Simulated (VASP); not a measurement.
# ZnS (P6_3mc) in VASP: further runs

The runs below take ZnS through single point, with r2SCAN.

All numbers are computed with VASP 6.6.1; they aren't measurements. Logs are shortened: lines on timing, memory, paths and dates and some standing lists are left out, and cuts for length are marked.

## (1) The cell of the first run

Symmetry: P6_3mc, No. 186, hexagonal system. The conventional cell has a = 3.807 Å, b = 3.807 Å, c = 6.121 Å, α = 90.00°, β = 90.00°, γ = 120.00°. Within 3.0 Å of Zn (site symmetry 3m) lie 4 S at 2.29 to 2.33 Å. S (site symmetry 3m) has 4 Zn at 2.29 to 2.33 Å within 3.0 Å.

## (2) Single point, r2SCAN (strain -0.0200 x Voigt [0, 0, 1, 0, 0, 0])

Contents of POSCAR:

```
ZnS
1.0
    3.8067217484      0.0000000000      0.0000000000
   -1.9033608742      3.2967177392      0.0000000000
    0.0000000000      0.0000000000      6.1208204489
Zn S
2 2
Direct
    0.3333333333      0.6666666667      0.0053880718
    0.6666666667      0.3333333333      0.5053880718
    0.3333333333      0.6666666667      0.3796119282
    0.6666666667      0.3333333333      0.8796119282
```

Contents of INCAR.step1:

```
  PREC = Accurate
  ENCUT = 520
  ISMEAR = 0
  SIGMA = 0.05
  LREAL = False
  LASPH = True
  NELM = 60
  NBANDS = 26
  GGA = PE
  ALGO = Normal
  EDIFF = 1E-4
  LWAVE = True
  LCHARG = False
```

Contents of INCAR.step2:

```
  PREC = Accurate
  ENCUT = 520
  EDIFF = 1E-6
  ISMEAR = 0
  SIGMA = 0.05
  LREAL = False
  LASPH = True
  NELM = 60
  ALGO = Normal
  ISIF = 2
  LWAVE = False
  LCHARG = False
  METAGGA = R2SCAN
  LMIXTAU = True
  NBANDS = 26
  ISTART = 1
```

Contents of KPOINTS:

```
regular mesh
0
Gamma
  6 6 4
```

Potentials or basis: VASP PAW PBE potentials, release 64 (Zn, S).

On the command line:

```bash
cat potpaw_PBE.64/Zn/POTCAR potpaw_PBE.64/S/POTCAR > POTCAR
cp INCAR.step1 INCAR
mpirun -np 1 vasp_std > vasp.out
cp INCAR.step2 INCAR
mpirun -np 1 vasp_std > vasp.out
```

OUTCAR:

```text
PREC = Accurate
   ENCUT = 520
   EDIFF = 1E-6
   ISMEAR = 0
   LREAL = False
   LASPH = True
   NELM = 60
   ISIF = 2
   METAGGA = R2SCAN
   ISTART = 1

 ion  position               nearest neighbor table
   1  0.333  0.667  0.005-   3 2.29   4 2.33   4 2.33   4 2.33
   2  0.667  0.333  0.505-   4 2.29   3 2.33   3 2.33   3 2.33
   3  0.333  0.667  0.380-   1 2.29   2 2.33   2 2.33   2 2.33
   4  0.667  0.333  0.880-   2 2.29   1 2.33   1 2.33   1 2.33

  LATTYP: Found a hexagonal cell.
 ALAT       =     3.8067217484
 C/A-ratio  =     1.6078980428

  Lattice vectors:

 A1 = (   3.8067217484,   0.0000000000,   0.0000000000)
 A2 = (  -1.9033608742,   3.2967177392,   0.0000000000)
 A3 = (   0.0000000000,   0.0000000000,   6.1208204489)

Analysis of symmetry for initial positions (statically):
=====================================================================
 Subroutine PRICEL returns:
 Original cell was already a primitive cell.

 Routine SETGRP: Setting up the symmetry group for a
 hexagonal supercell.

 Subroutine GETGRP returns: Found 12 space group operations
 (whereof  6 operations were pure point group operations)
 out of a pool of 24 trial point group operations.

The static configuration has the point symmetry C_3v.
 The point group associated with its full space group is C_6v.

Analysis of symmetry for dynamics (positions and initial velocities):
=====================================================================
 Subroutine PRICEL returns:
 Original cell was already a primitive cell.

 Routine SETGRP: Setting up the symmetry group for a
 hexagonal supercell.

 Subroutine GETGRP returns: Found 12 space group operations
 (whereof  6 operations were pure point group operations)
 out of a pool of 24 trial point group operations.

The dynamic configuration has the point symmetry C_3v.
 The point group associated with its full space group is C_6v.

 Subroutine INISYM returns: Found 12 space group operations
 (whereof  6 operations are pure point group operations),
 and found     1 'primitive' translations

----------------------------------------------------------------------------------------

                                     Primitive cell

  volume of cell :      76.8144

  direct lattice vectors                    reciprocal lattice vectors
     3.806721748  0.000000000  0.000000000     0.262693222  0.151666002  0.000000000
    -1.903360874  3.296717739  0.000000000     0.000000000  0.303332004  0.000000000
     0.000000000  0.000000000  6.120820449     0.000000000  0.000000000  0.163376790

  length of vectors
     3.806721748  3.806721748  6.120820449     0.303332004  0.303332004  0.163376790

  position of ions in fractional coordinates (direct lattice)
     0.333333333  0.666666667  0.005388072
     0.666666667  0.333333333  0.505388072
     0.333333333  0.666666667  0.379611928
     0.666666667  0.333333333  0.879611928

  ion indices of the primitive-cell ions
   primitive index   ion index
                 1           1
                 2           2
                 3           3
                 4           4

----------------------------------------------------------------------------------------

 KPOINTS: regular mesh

Automatic generation of k-mesh.
 Grid dimensions read from file:
 generate k-points for:    6    6    4

 Generating k-lattice:

  Cartesian coordinates                     Fractional coordinates (reciprocal lattice)
     0.043782204  0.025277667  0.000000000     0.166666667  0.000000000  0.000000000
     0.000000000  0.050555334  0.000000000     0.000000000  0.166666667  0.000000000
     0.000000000  0.000000000  0.040844198     0.000000000  0.000000000  0.250000000

  Length of vectors
     0.050555334  0.050555334  0.040844198

  Shift w.r.t. Gamma in fractional coordinates (k-lattice)
     0.000000000  0.000000000  0.000000000

 Subroutine IBZKPT returns following result:
 ===========================================

 Found     21 irreducible k-points:

 Following reciprocal coordinates:
            Coordinates               Weight
  0.000000  0.000000  0.000000      1.000000
  0.166667 -0.000000  0.000000      6.000000
  0.333333 -0.000000  0.000000      6.000000
  0.500000  0.000000  0.000000      3.000000
  0.166667  0.166667  0.000000      6.000000
  0.333333  0.166667  0.000000     12.000000
[... 13 lines left out ...]
  0.333333  0.166667  0.500000     12.000000
  0.333333  0.333333  0.500000      2.000000
   k-points           NKPTS =     21   k-points in BZ     NKDIM =     21   number of bands    NBANDS=     26
   number of dos      NEDOS =    301   number of ions     NIONS =      4
   total plane-waves  NPLWV =  37632
   dimension x,y,z NGX =    28 NGY =   28 NGZ =   48
   dimension x,y,z NGXF=    56 NGYF=   56 NGZF=   96
   ions per type =               2   2
   NGX,Y,Z   is equivalent  to a cutoff of  12.23, 12.23, 13.04 a.u.
   NGXF,Y,Z  is equivalent  to a cutoff of  24.46, 24.46, 26.07 a.u.
 SYSTEM =  unknown system
   PREC   = accura    normal or accurate (medium, high low for compatibility)
   ISTART =      1    job   : 0-new  1-cont  2-samecut
   ICHARG =      0    charge: 1-file 2-atom 10-const
   ISPIN  =      1    spin polarized calculation?
   LNONCOLLINEAR =      F non collinear calculations
   LSORBIT =      F    spin-orbit coupling
   LASPH  =      T    aspherical Exc in radial PAW
   ENCUT  =  520.0 eV  38.22 Ry    6.18 a.u.   7.08  7.08 11.38*2*pi/ulx,y,z
   NELM   =     60;   NELMIN=  2; NELMDL=  0     # of ELM steps
   EDIFF  = 0.1E-05   stopping-criterion for ELM
   LREAL  =      F    real-space projection
   EDIFFG = 0.1E-04   stopping-criterion for IOM
   NSW    =      0    number of steps for IOM
   IBRION =     -1    ionic relax: 0-MD 1-quasi-New 2-CG
   NFREE  =      0    steps in history (QN), initial steepest desc. (CG)
   ISIF   =      2    stress and relaxation
   ISYM   =      2    0-nonsym 1-usesym 2-fastsym
   POTIM  = 0.5000    time-step for ionic-motion
   TEBEG  =    0.0;   TEEND  =   0.0 temperature during run
   PSTRESS=    0.0 pullay stress
   NELECT =      36.0000    total number of electrons
   NUPDOWN=      -1.0000    fix difference up-down
   EMIN   =  10.00;   EMAX   =-10.00  energy-range for DOS
   EFERMI =   0.00;   METHOD = LEGACY
   ISMEAR =     0;   SIGMA  =   0.05  broadening in eV -4-tet -1-fermi 0-gaus
   EFERMI_NEDOS =   21; number of points for ismear=-14 and -15
   IALGO  =     38    algorithm
   IMIX   =      4    mixing-type and parameters
     AMIX     =   0.40;   BMIX     =  1.00
     AMIX_MAG =   1.60;   BMIX_MAG =  1.00
  volume/ion in A,a.u.               =      19.20       129.59
  Fermi-wavevector in a.u.,A,eV,Ry     =   1.271632  2.403036 22.001277  1.617048
  Thomas-Fermi vector in A             =   2.404555
   LORBIT       =      0    0 simple, 1 ext, 2 COOP (PROOUT), +10 PAW based schemes
   METAGGA = R2SCAN    functional components
   LHFCALC =     F    Hartree Fock is set to
   AEXX    =    0.0000 exact exchange contribution
   IVDW    =     0    specifies the selected vdW correction
   LEPSILON=     F    determine dielectric tensor
   LRPA    =     F    only Hartree local field effects (RPA)
 non-spin polarized calculation
 Gauss-broadening in eV      SIGMA  =   0.05
  energy-cutoff  :      520.00
  volume of cell :       76.81
 maximum number of plane-waves:      2082
   NGX = 15   NGY = 15   NGZ = 23

 number of electron      35.9999996 magnetization

 Free energy of the ion-electron system (eV)
  ---------------------------------------------------
  ext. energy  EPLUGINS =         0.00000000
  ---------------------------------------------------
  free energy    TOTEN  =       -37.70289965 eV

  energy without entropy =      -37.70289965  energy(sigma->0) =      -37.70289965

 E-fermi :   2.3740     XC(G=0): -10.4122

 val. band max:        2.0842956277   @ k =   0.0000   0.0000   0.0000
 cond. band min:       5.0118886196   @ k =   0.0000   0.0000   0.0000
 fundamental gap:      2.9275929920
 Fermi energy:         2.3739809751

 k-point     1 :       0.0000    0.0000    0.0000
  band No.  band energies     occupation
      1     -11.7929      2.00000
      2     -10.7437      2.00000
      3      -4.5204      2.00000
      4      -4.4860      2.00000
      5      -4.4860      2.00000
      6      -4.3842      2.00000
[... 18 lines left out ...]
     25      10.3301      0.00000
     26      12.2108      0.00000

 k-point     2 :       0.1667   -0.0000    0.0000
  band No.  band energies     occupation
      1     -11.6024      2.00000
      2     -10.6474      2.00000
      3      -4.5061      2.00000
      4      -4.4729      2.00000
      5      -4.4501      2.00000
      6      -4.3603      2.00000
[... 18 lines left out ...]
     25      10.8773      0.00000
     26      11.1870      0.00000

 k-point     3 :       0.3333   -0.0000    0.0000
  band No.  band energies     occupation
      1     -11.1433      2.00000
      2     -10.4820      2.00000
      3      -4.4954      2.00000
      4      -4.3985      2.00000
      5      -4.3936      2.00000
      6      -4.2383      2.00000
[... 18 lines left out ...]
     25      11.5246      0.00000
     26      12.5529      0.00000

 k-point     4 :       0.5000    0.0000    0.0000
  band No.  band energies     occupation
      1     -10.8229      2.00000
      2     -10.4595      2.00000
      3      -4.4828      2.00000
      4      -4.3751      2.00000
      5      -4.2317      2.00000
      6      -4.2204      2.00000
[... 18 lines left out ...]
     25      11.8784      0.00000
     26      14.4148      0.00000
[... 409 lines left out ...]
      1     -10.9103      2.00000
      2     -10.9103      2.00000
      3      -4.4884      2.00000
      4      -4.4884      2.00000
      5      -4.3558      2.00000
      6      -4.3558      2.00000
[... 18 lines left out ...]
     25      11.0440      0.00000
     26      11.0440      0.00000

 k-point    20 :       0.3333    0.1667    0.5000
  band No.  band energies     occupation
      1     -10.6341      2.00000
      2     -10.6341      2.00000
      3      -4.4465      2.00000
      4      -4.4465      2.00000
      5      -4.2806      2.00000
      6      -4.2806      2.00000
[... 18 lines left out ...]
     25      11.7944      0.00000
     26      11.7944      0.00000

 k-point    21 :       0.3333    0.3333    0.5000
  band No.  band energies     occupation
      1     -10.5394      2.00000
      2     -10.5394      2.00000
      3      -4.3767      2.00000
      4      -4.3767      2.00000
      5      -4.3045      2.00000
      6      -4.3045      2.00000
[... 18 lines left out ...]
     25      12.3203      0.00000
     26      12.3203      0.00000

------------------------ aborting loop because EDIFF is reached ----------------------------------------

  FORCE on cell =-STRESS in cart. coord.  units (eV):
  Direction    XX          YY          ZZ          XY          YZ          ZX
  --------------------------------------------------------------------------------------
  -------------------------------------------------------------------------------------
  Total        0.3222277      0.3222277      1.9133958      0.0000000      0.0000000      0.0000000
  in kB        6.7209534      6.7209534     39.9091855      0.0000000      0.0000000      0.0000000
  external PRESSURE =      17.7836975 kB  Pullay stress =       0.0000000 kB

 VOLUME and BASIS-vectors are now :
 -----------------------------------------------------------------------------
  energy-cutoff  :      520.00
  volume of cell :       76.81
      direct lattice vectors                 reciprocal lattice vectors
     3.806721748  0.000000000  0.000000000     0.262693222  0.151666002  0.000000000
    -1.903360874  3.296717739  0.000000000     0.000000000  0.303332004  0.000000000
     0.000000000  0.000000000  6.120820449     0.000000000  0.000000000  0.163376790

 POSITION                                       TOTAL-FORCE (eV/Angst)
 -----------------------------------------------------------------------------------
     -0.00000      2.19781      0.03298         0.000000     -0.000000     -0.169980
      1.90336      1.09891      3.09339        -0.000000      0.000000     -0.169980
     -0.00000      2.19781      2.32354         0.000000     -0.000000      0.169980
      1.90336      1.09891      5.38395         0.000000      0.000000      0.169980
 -----------------------------------------------------------------------------------
    total drift:                               -0.000000      0.000000     -0.055644

  FREE ENERGIE OF THE ION-ELECTRON SYSTEM (eV)
  ---------------------------------------------------
  free  energy   TOTEN  =       -37.7028996486 eV

  energy  without entropy=      -37.7028996486  energy(sigma->0) =      -37.70289965
```

Run time: 4.3 min. Hardware: 1 thread of AMD EPYC 7R43 (Zen 3), shared host; peak memory 0.18 GiB.

Results:

```
Free energy            : -37.7029 eV
Pressure               : 1.8 GPa
Largest force          : 0.170 eV/Å
Band gap on the k mesh : 2.93 eV, direct
```

Forces on the atoms (eV/Å):
```
Zn   0.000  0.000 -0.170
Zn   0.000  0.000 -0.170
S    0.000  0.000  0.170
S    0.000  0.000  0.170
```

Levels at points of the mesh, in eV from the valence-band top:
```
           k point  band 16  band 17  band 18  band 19  band 20  band 21
(0.00, 0.00, 0.00)    -0.02     0.00     0.00     2.93     3.52     6.71
(0.50, 0.00, 0.00)    -2.43    -1.77    -0.90     3.96     4.89     5.54
(0.00, 0.00, 0.50)    -0.53    -0.53    -0.53     4.11     4.11     7.18
(0.50, 0.00, 0.50)    -1.72    -1.65    -1.65     4.02     4.02     5.72
```

Caveat: the cell differs from its parent crystal (strain -0.0200 x Voigt [0, 0, 1, 0, 0, 0]); the PAW data sets were made with another functional, which shifts forces and pressure a little.

## (3) Single point, r2SCAN (strain -0.0100 x Voigt [0, 0, 1, 0, 0, 0])

Edit POSCAR of step 2 so:

```diff
@@ -4,3 +4,3 @@
    -1.9033608742      3.2967177392      0.0000000000
-    0.0000000000      0.0000000000      6.1208204489
+    0.0000000000      0.0000000000      6.1832778004
 Zn S
```

INCAR.step1 is that of step 2.

INCAR.step2 is that of step 2.

KPOINTS is that of step 2.

Potentials or basis: VASP PAW PBE potentials, release 64 (Zn, S).

On the command line:

```bash
cat potpaw_PBE.64/Zn/POTCAR potpaw_PBE.64/S/POTCAR > POTCAR
cp INCAR.step1 INCAR
mpirun -np 1 vasp_std > vasp.out
cp INCAR.step2 INCAR
mpirun -np 1 vasp_std > vasp.out
```

OUTCAR:

```text
PREC = Accurate
   ENCUT = 520
   EDIFF = 1E-6
   ISMEAR = 0
   LREAL = False
   LASPH = True
   NELM = 60
   ISIF = 2
   METAGGA = R2SCAN
   ISTART = 1

 ion  position               nearest neighbor table
   1  0.333  0.667  0.005-   3 2.31   4 2.33   4 2.33   4 2.33
   2  0.667  0.333  0.505-   4 2.31   3 2.33   3 2.33   3 2.33
   3  0.333  0.667  0.380-   1 2.31   2 2.33   2 2.33   2 2.33
   4  0.667  0.333  0.880-   2 2.31   1 2.33   1 2.33   1 2.33

  LATTYP: Found a hexagonal cell.
[... 803 lines left out ...]
  FORCE on cell =-STRESS in cart. coord.  units (eV):
  Direction    XX          YY          ZZ          XY          YZ          ZX
  --------------------------------------------------------------------------------------
  -------------------------------------------------------------------------------------
  Total        0.1721068      0.1721068      0.9209905      0.0000000      0.0000000      0.0000000
  in kB        3.5535059      3.5535059     19.0157766      0.0000000      0.0000000      0.0000000
  external PRESSURE =       8.7075961 kB  Pullay stress =       0.0000000 kB

 VOLUME and BASIS-vectors are now :
 -----------------------------------------------------------------------------
  energy-cutoff  :      520.00
  volume of cell :       77.60
      direct lattice vectors                 reciprocal lattice vectors
     3.806721748  0.000000000  0.000000000     0.262693222  0.151666002  0.000000000
    -1.903360874  3.296717739  0.000000000     0.000000000  0.303332004  0.000000000
     0.000000000  0.000000000  6.183277800     0.000000000  0.000000000  0.161726520

 POSITION                                       TOTAL-FORCE (eV/Angst)
 -----------------------------------------------------------------------------------
     -0.00000      2.19781      0.03332        -0.000000     -0.000000     -0.076733
      1.90336      1.09891      3.12495         0.000000      0.000000     -0.076733
     -0.00000      2.19781      2.34725         0.000000      0.000000      0.076733
      1.90336      1.09891      5.43888         0.000000     -0.000000      0.076733
 -----------------------------------------------------------------------------------
    total drift:                               -0.000000      0.000000     -0.026608

  FREE ENERGIE OF THE ION-ELECTRON SYSTEM (eV)
  ---------------------------------------------------
  free  energy   TOTEN  =       -37.7169047365 eV

  energy  without entropy=      -37.7169047365  energy(sigma->0) =      -37.71690474
```

OSZICAR.step1:

```text
N       E                     dE             d eps       ncg     rms          rms(c)
DAV:   1     0.251607853593E+03    0.25161E+03   -0.17106E+04  1092   0.167E+03
DAV:   2     0.100451730613E+02   -0.24156E+03   -0.23087E+03  1134   0.357E+02
DAV:   3    -0.139409718820E+02   -0.23986E+02   -0.23780E+02  1330   0.112E+02
DAV:   4    -0.145057362050E+02   -0.56476E+00   -0.56357E+00  1282   0.173E+01
DAV:   5    -0.145145673678E+02   -0.88312E-02   -0.88277E-02  1330   0.212E+00    0.101E+01
DAV:   6    -0.136664130372E+02    0.84815E+00   -0.16317E+00  1630   0.373E+01    0.770E+00
DAV:   7    -0.136623632885E+02    0.40497E-02   -0.12767E+00  1150   0.661E+00    0.348E+00
DAV:   8    -0.136552434062E+02    0.71199E-02   -0.35411E-02  1328   0.175E+00    0.101E+00
DAV:   9    -0.136556164543E+02   -0.37305E-03   -0.99439E-03  1458   0.130E+00    0.235E-01
DAV:  10    -0.136557506982E+02   -0.13424E-03   -0.59004E-04  1242   0.341E-01    0.972E-02
DAV:  11    -0.136559653171E+02   -0.21462E-03   -0.32886E-04  1058   0.123E-01    0.618E-02
DAV:  12    -0.136559642709E+02    0.10463E-05   -0.15635E-05   622   0.483E-02
   1 F= -.13655964E+02 E0= -.13655964E+02  d E =-.201264E-13
```

Run time: 3.6 min. Hardware: 1 thread of AMD EPYC 7R43 (Zen 3), shared host; peak memory 0.18 GiB.

Results:

* Free energy: -37.7169 eV
* Pressure: 0.9 GPa
* Largest force: 0.077 eV/Å
* Band gap on the k mesh: 2.86 eV, direct

Forces in eV/Å, atoms in the order of the input:
```
Zn   0.000  0.000 -0.077
Zn   0.000  0.000 -0.077
S    0.000  0.000  0.077
S    0.000  0.000  0.077
```

Stress tensor (GPa, compression positive):
```
0.36 0.00 0.00
0.00 0.36 0.00
0.00 0.00 1.90
```

Levels at points of the mesh, in eV from the valence-band top:
```csv
k point,band 15,band 16,band 17,band 18,band 19,band 20,band 21,band 22
"(0.00, 0.00, 0.00)",-0.97,-0.05,0.00,0.00,2.86,3.57,6.76,6.76
"(0.50, 0.00, 0.00)",-3.40,-2.37,-1.75,-0.90,4.00,4.83,5.49,7.35
"(0.00, 0.00, 0.50)",-0.50,-0.50,-0.50,-0.50,4.11,4.11,7.22,7.22
"(0.50, 0.00, 0.50)",-1.69,-1.69,-1.66,-1.66,3.99,3.99,5.69,5.69
```

Caveat: the cell differs from its parent crystal (strain -0.0100 x Voigt [0, 0, 1, 0, 0, 0]); the PAW data sets were made with another functional, which shifts forces and pressure a little.

(Continued in part 2 of 2.)
